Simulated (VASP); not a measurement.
# Be (P1) in VASP: single point with PBE

Aim: the single point of Be with PBE.

Everything below comes from runs of VASP 6.6.1. Logs are shortened: lines on timing, memory, paths and dates and some standing lists are left out, and cuts for length are marked.

**1. The cell of the first run**

The typed cell holds 4 atoms: a = 3.747 Å, b = 3.747 Å, c = 2.281 Å, α = 90.00°, β = 90.00°, γ = 90.00°.

**2. Single point, PBE (one atom moved)**

INCAR

```
ALGO = Fast ; EDIFF = 1E-7
ENCUT = 520 ; GGA = PE
ISIF = 2 ; ISMEAR = 0
LASPH = T ; LCHARG = T
LELF = T ; LREAL = F
LVHAR = T ; LWAVE = F
NBANDS = 12 ; NELM = 100
PREC = Accurate ; SIGMA = 0.1
```

KPOINTS

```
k-points
0
Gamma
  10 10 16
```

POSCAR

```
Be
1.0
    3.7468140000      0.0000000000      0.0000000000
    0.0000000000      3.7468140000      0.0000000000
    0.0000000000      0.0000000000      2.2812800000
Be
4
Direct
    0.2974080000      0.2974080000      0.0000000000
    0.7025920000      0.7025920000      0.0000000000
    0.2025920000      0.7974080000      0.5000000000
    0.8563087087      0.2134358796      0.4927672184
```

Potentials or basis: VASP PAW PBE potentials, release 64 (Be).

The run is started by

```sh
cat potpaw_PBE.64/Be/POTCAR > POTCAR
mpirun -np 1 vasp_std > vasp.out
```

OUTCAR:

```text
EDIFF = 1E-7
   ENCUT = 520
   GGA = PE
   ISIF = 2
   ISMEAR = 0
   LASPH = T
   LREAL = F
   NELM = 100
   PREC = Accurate

 ion  position               nearest neighbor table
   1  0.297  0.297  0.000-   4 2.02   4 2.04   2 2.15   3 2.22   3 2.22   3 2.22   3 2.22
   2  0.703  0.703  0.000-   1 2.15   3 2.22   3 2.22   3 2.22   3 2.22   4 2.23   4 2.24   4 2.29
                             4 2.31
   3  0.203  0.797  0.500-   4 2.03   2 2.22   1 2.22   1 2.22   2 2.22   1 2.22   1 2.22   2 2.22
                             2 2.22
   4  0.856  0.213  0.493-   1 2.02   3 2.03   1 2.04   2 2.23   2 2.24   2 2.29   2 2.31

  LATTYP: Found a simple tetragonal cell.
 ALAT       =     3.7468140000
 C/A-ratio  =     0.6088586196

  Lattice vectors:

 A1 = (   3.7468140000,   0.0000000000,   0.0000000000)
 A2 = (   0.0000000000,   3.7468140000,   0.0000000000)
 A3 = (   0.0000000000,   0.0000000000,   2.2812800000)

Analysis of symmetry for initial positions (statically):
=====================================================================
 Subroutine PRICEL returns:
 Original cell was already a primitive cell.

 Routine SETGRP: Setting up the symmetry group for a
 simple tetragonal supercell.

 Subroutine GETGRP returns: Found  1 space group operations
 (whereof  1 operations were pure point group operations)
 out of a pool of 16 trial point group operations.

The static configuration has the point symmetry C_1 .

Analysis of symmetry for dynamics (positions and initial velocities):
=====================================================================
 Subroutine PRICEL returns:
 Original cell was already a primitive cell.

 Routine SETGRP: Setting up the symmetry group for a
 simple tetragonal supercell.

 Subroutine GETGRP returns: Found  1 space group operations
 (whereof  1 operations were pure point group operations)
 out of a pool of 16 trial point group operations.

The dynamic configuration has the point symmetry C_1 .

 Subroutine INISYM returns: Found  1 space group operations
 (whereof  1 operations are pure point group operations),
 and found     1 'primitive' translations

----------------------------------------------------------------------------------------

                                     Primitive cell

  volume of cell :      32.0260

  direct lattice vectors                    reciprocal lattice vectors
     3.746814000  0.000000000  0.000000000     0.266893419  0.000000000  0.000000000
     0.000000000  3.746814000  0.000000000     0.000000000  0.266893419  0.000000000
     0.000000000  0.000000000  2.281280000     0.000000000  0.000000000  0.438350400

  length of vectors
     3.746814000  3.746814000  2.281280000     0.266893419  0.266893419  0.438350400

  position of ions in fractional coordinates (direct lattice)
     0.297408000  0.297408000  0.000000000
     0.702592000  0.702592000  0.000000000
     0.202592000  0.797408000  0.500000000
     0.856308709  0.213435880  0.492767218

  ion indices of the primitive-cell ions
   primitive index   ion index
                 1           1
                 2           2
                 3           3
                 4           4

----------------------------------------------------------------------------------------

 KPOINTS: k-points

Automatic generation of k-mesh.
 Grid dimensions read from file:
 generate k-points for:   10   10   16

 Generating k-lattice:

  Cartesian coordinates                     Fractional coordinates (reciprocal lattice)
     0.026689342  0.000000000  0.000000000     0.100000000  0.000000000  0.000000000
     0.000000000  0.026689342  0.000000000     0.000000000  0.100000000  0.000000000
     0.000000000  0.000000000  0.027396900     0.000000000  0.000000000  0.062500000

  Length of vectors
     0.026689342  0.026689342  0.027396900

  Shift w.r.t. Gamma in fractional coordinates (k-lattice)
     0.000000000  0.000000000  0.000000000

 Subroutine IBZKPT returns following result:
 ===========================================

 Found    804 irreducible k-points:

 Following reciprocal coordinates:
            Coordinates               Weight
  0.000000  0.000000  0.000000      1.000000
  0.100000  0.000000  0.000000      2.000000
  0.000000  0.100000  0.000000      2.000000
  0.200000  0.000000  0.000000      2.000000
  0.000000  0.200000  0.000000      2.000000
  0.300000  0.000000  0.000000      2.000000
[... 16 lines left out ...]
 -0.100000  0.400000  0.000000      2.000000
 -0.400000  0.100000  0.000000      2.000000
 [... further k-points ...]
   k-points           NKPTS =    804   k-points in BZ     NKDIM =    804   number of bands    NBANDS=     12
   number of dos      NEDOS =    301   number of ions     NIONS =      4
   total plane-waves  NPLWV =  14112
   dimension x,y,z NGX =    28 NGY =   28 NGZ =   18
   dimension x,y,z NGXF=    56 NGYF=   56 NGZF=   36
   ions per type =               4
   NGX,Y,Z   is equivalent  to a cutoff of  12.42, 12.42, 13.12 a.u.
   NGXF,Y,Z  is equivalent  to a cutoff of  24.85, 24.85, 26.23 a.u.
 SYSTEM =  unknown system
   PREC   = accura    normal or accurate (medium, high low for compatibility)
   ISTART =      0    job   : 0-new  1-cont  2-samecut
   ICHARG =      2    charge: 1-file 2-atom 10-const
   ISPIN  =      1    spin polarized calculation?
   LNONCOLLINEAR =      F non collinear calculations
   LSORBIT =      F    spin-orbit coupling
   LASPH  =      T    aspherical Exc in radial PAW
   ENCUT  =  520.0 eV  38.22 Ry    6.18 a.u.   6.97  6.97  4.24*2*pi/ulx,y,z
   NELM   =    100;   NELMIN=  2; NELMDL= -5     # of ELM steps
   EDIFF  = 0.1E-06   stopping-criterion for ELM
   LREAL  =      F    real-space projection
   EDIFFG = 0.1E-05   stopping-criterion for IOM
   NSW    =      0    number of steps for IOM
   IBRION =     -1    ionic relax: 0-MD 1-quasi-New 2-CG
   NFREE  =      0    steps in history (QN), initial steepest desc. (CG)
   ISIF   =      2    stress and relaxation
   ISYM   =      2    0-nonsym 1-usesym 2-fastsym
   POTIM  = 0.5000    time-step for ionic-motion
   TEBEG  =    0.0;   TEEND  =   0.0 temperature during run
   PSTRESS=    0.0 pullay stress
   NELECT =       8.0000    total number of electrons
   NUPDOWN=      -1.0000    fix difference up-down
   EMIN   =  10.00;   EMAX   =-10.00  energy-range for DOS
   EFERMI =   0.00;   METHOD = LEGACY
   ISMEAR =     0;   SIGMA  =   0.10  broadening in eV -4-tet -1-fermi 0-gaus
   EFERMI_NEDOS =   21; number of points for ismear=-14 and -15
   IALGO  =     68    algorithm
   IMIX   =      4    mixing-type and parameters
     AMIX     =   0.40;   BMIX     =  1.00
     AMIX_MAG =   1.60;   BMIX_MAG =  1.00
  volume/ion in A,a.u.               =       8.01        54.03
  Fermi-wavevector in a.u.,A,eV,Ry     =   1.031028  1.948361 14.463253  1.063019
  Thomas-Fermi vector in A             =   2.165156
   LORBIT       =      0    0 simple, 1 ext, 2 COOP (PROOUT), +10 PAW based schemes
   GGA     = PE    functional components
   LHFCALC =     F    Hartree Fock is set to
   AEXX    =    0.0000 exact exchange contribution
   IVDW    =     0    specifies the selected vdW correction
   LEPSILON=     F    determine dielectric tensor
   LRPA    =     F    only Hartree local field effects (RPA)
 non-spin polarized calculation
 RMM-DIIS sequential band-by-band and
 Gauss-broadening in eV      SIGMA  =   0.10
  energy-cutoff  :      520.00
  volume of cell :       32.03
 maximum number of plane-waves:       884
   NGX = 13   NGY = 13   NGZ =  9

 number of electron       8.0000000 magnetization

 Free energy of the ion-electron system (eV)
  ---------------------------------------------------
  ext. energy  EPLUGINS =         0.00000000
  ---------------------------------------------------
  free energy    TOTEN  =       -14.67868723 eV

  energy without entropy =      -14.67680308  energy(sigma->0) =      -14.67774515

 E-fermi :   6.6672     XC(G=0): -10.5511

 val. band max:        6.6571705396   @ k =   0.0000   0.2000   0.3125
 cond. band min:       6.6709919740   @ k =   0.0000   0.1000   0.5000
 fundamental gap:      0.0138214344
 Fermi energy:         6.6671949310

 k-point     1 :       0.0000    0.0000    0.0000
  band No.  band energies     occupation
      1      -4.3726      2.00000
      2       1.8078      2.00000
      3       2.5345      2.00000
      4       5.1995      2.00000
      5       5.9657      2.00000
      6      11.7545      0.00000
      7      12.1711      0.00000
      8      13.8747      0.00000
      9      15.9228      0.00000
     10      16.8839      0.00000
     11      22.6384      0.00000
     12      23.2259      0.00000

 k-point     2 :       0.1000    0.0000    0.0000
  band No.  band energies     occupation
      1      -4.2944      2.00000
      2       1.5517      2.00000
      3       2.2677      2.00000
      4       5.6864      2.00000
      5       6.1279      2.00000
      6      10.8150      0.00000
      7      12.0856      0.00000
      8      14.9725      0.00000
      9      16.0159      0.00000
     10      17.3123      0.00000
     11      22.4612      0.00000
     12      23.0297      0.00000

 k-point     3 :       0.0000    0.1000    0.0000
  band No.  band energies     occupation
      1      -4.2940      2.00000
      2       1.4424      2.00000
      3       2.4530      2.00000
      4       5.2065      2.00000
      5       6.5552      1.88665
      6      11.2463      0.00000
      7      11.6073      0.00000
      8      14.9824      0.00000
      9      16.0181      0.00000
     10      17.3192      0.00000
     11      22.2631      0.00000
     12      23.2836      0.00000
[... 286 lines left out ...]
 k-point    23 :      -0.1000    0.4000    0.0000
  band No.  band energies     occupation
      1      -3.0367      2.00000
      2      -1.4770      2.00000
      3       2.8774      2.00000
      4       4.2975      2.00000
      5       8.6530      0.00000
      6       9.7170      0.00000
      7      13.7120      0.00000
      8      17.5054      0.00000
      9      17.6567      0.00000
     10      19.3082      0.00000
     11      20.7159      0.00000
     12      22.3957      0.00000

 k-point    24 :      -0.4000    0.1000    0.0000
  band No.  band energies     occupation
      1      -3.0564      2.00000
      2      -1.4177      2.00000
      3       2.8244      2.00000
      4       4.5281      2.00000
      5       8.3320      0.00000
      6       9.3457      0.00000
      7      13.8931      0.00000
      8      17.4113      0.00000
      9      18.2478      0.00000
     10      19.5735      0.00000
     11      20.4529      0.00000
     12      23.0409      0.00000

 [... further k-points ...]

------------------------ aborting loop because EDIFF is reached ----------------------------------------

  FORCE on cell =-STRESS in cart. coord.  units (eV):
  Direction    XX          YY          ZZ          XY          YZ          ZX
  --------------------------------------------------------------------------------------
  -------------------------------------------------------------------------------------
  Total        1.8620501     -0.4194297     -0.0929783      0.0745568     -0.0437892     -0.0324868
  in kB       93.1534777    -20.9829669     -4.6514615      3.7298792     -2.1906598     -1.6252294
  external PRESSURE =      22.5063498 kB  Pullay stress =       0.0000000 kB

 VOLUME and BASIS-vectors are now :
 -----------------------------------------------------------------------------
  energy-cutoff  :      520.00
  volume of cell :       32.03
      direct lattice vectors                 reciprocal lattice vectors
     3.746814000  0.000000000  0.000000000     0.266893419  0.000000000  0.000000000
     0.000000000  3.746814000  0.000000000     0.000000000  0.266893419  0.000000000
     0.000000000  0.000000000  2.281280000     0.000000000  0.000000000  0.438350400

 POSITION                                       TOTAL-FORCE (eV/Angst)
 -----------------------------------------------------------------------------------
      1.11433      1.11433      0.00000         1.354909     -0.005026     -0.065149
      2.63248      2.63248      0.00000         0.155762      0.298196     -0.042947
      0.75907      2.98774      1.14064         0.297008     -0.385439     -0.006737
      3.20843      0.79970      1.12414        -1.807679      0.092270      0.114833
 -----------------------------------------------------------------------------------
    total drift:                               -0.000007      0.000021      0.000001

  FREE ENERGIE OF THE ION-ELECTRON SYSTEM (eV)
  ---------------------------------------------------
  free  energy   TOTEN  =       -14.6786872298 eV

  energy  without entropy=      -14.6768030769  energy(sigma->0) =      -14.67774515
```

Run time: 3.9 min. Hardware: 1 thread of Intel Xeon Platinum 8259CL at 2.50GHz (Skylake/Cascade Lake), shared host; peak memory 0.32 GiB.

What came out:

* Free energy: -14.6787 eV
* Pressure: 2.3 GPa
* Largest force: 1.814 eV/Å
* Band gap on the k mesh: zero (band 4 reaches 7.78 eV, above the bottom of band 5 at 5.97 eV)

Forces in eV/Å, atoms in the order of the input:
```
Be   1.355 -0.005 -0.065
Be   0.156  0.298 -0.043
Be   0.297 -0.385 -0.007
Be  -1.808  0.092  0.115
```

Stress tensor (GPa, compression positive):
```
 9.32  0.37 -0.16
 0.37 -2.10 -0.22
-0.16 -0.22 -0.47
```

Caveat: the cell differs from its parent crystal (one atom moved); forces of over 1 eV/Å act on the atoms, so gaps and moduli don't describe the material at rest.
